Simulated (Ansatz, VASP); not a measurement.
## Two plane-wave programs on WC

File INCAR:

```
SYSTEM = WC
  ALGO = Normal
  EDIFF = 1E-6
  EDIFFG = -0.01
  ENCUT = 600
  GGA = PE
  IBRION = 2
  ISIF = 3
  ISMEAR = -1
  LASPH = .TRUE.
  LCHARG = .FALSE.
  LDAU = .TRUE.
  LDAUJ = 0 0
  LDAUL = 2 -1
  LDAUPRINT = 1
  LDAUTYPE = 2
  LDAUU = 3 0
  LMAXMIX = 4
  LREAL = .FALSE.
  LWAVE = .FALSE.
  NELM = 150
  NSW = 60
  PREC = Accurate
  SIGMA = 0.05
```

The input KPOINTS:

```
k-points
0
G
  10 10 9
  0 0 0
```

Contents of POSCAR:

```
WC
1.0
    2.9065000000      0.0000000000      0.0000000000
   -1.4532500000      2.5171028361      0.0000000000
    0.0000000000      0.0000000000      2.8366000000
W C
1 1
Direct
    0.0000000000      0.0000000000      0.0000000000
    0.6666666667      0.3333333333      0.5000000000
```

The input input.yaml:

```yaml
crystal:
  lattice:
    - [2.9065, 0.0, 0.0]
    - [-1.45325, 2.5171028361, 0.0]
    - [0.0, 0.0, 2.8366]
  atoms:
    - { symbol: W, position: [0.0, 0.0, 0.0] }
    - { symbol: C, position: [0.6666666667, 0.3333333333, 0.5] }
hamiltonian:
  xc: pbe
  pseudopotentials: { kind: paw }
  hubbard: { sites: [{ species: W, l: d, u_eff: 3.0 }] }
kpoints:
  mp_grid: { grid: [10, 10, 9] }
scf:
  occupations: { method: fermi_dirac, width: 0.05 }
output:
  forces: true
  stress: true
  eigenvalues: true
  write_density: true
  write_potential: true
  elf: true
  volumetric_format: npy
relax:
  f_tol: 0.01
  max_steps: 40
  cell: { stress_tol: 0.05 }
```

Alike in both runs: task relaxation of cell and atoms; functional PBE; k mesh 10 × 10 × 9; occupations fermi-dirac, width 0.05 eV; no spin polarisation; Hubbard terms W d U = 3.0 eV.

|  | VASP | Ansatz |
| --- | --- | --- |
| version | VASP 6.6.1 | Ansatz 0.2.0 |
| potentials or method | VASP PAW PBE potentials, release 64 (W_sv, C) | Ansatz PAW |
| plane-wave cutoff (eV) | 600 | 420 |
| valence electrons in the cell | 18 | 18 |

VASP gave:

```
gap on the k mesh at the Fermi level, each at its own relaxed structure (eV) : none
relaxed volume (Å³/atom)                                                     : 10.73
relaxed cell length with the largest relative difference (Å)                 : 2.864
```

Task: Which values does Ansatz return?

Result: gap on the k mesh at the Fermi level, each at its own relaxed structure (eV): none; relaxed volume (Å³/atom): 10.54; relaxed cell length with the largest relative difference (Å): 2.845.

The programs project onto different local orbitals, so the same U acts differently, and such runs can settle in different states. A gap of «none» marks a metal or a gap that the smearing closes.

Spin-orbit coupling is off throughout. Noted on Ansatz's run: the plane-wave basis is chosen anew once the cell has moved, so the energies of steps on either side of that aren't comparable.
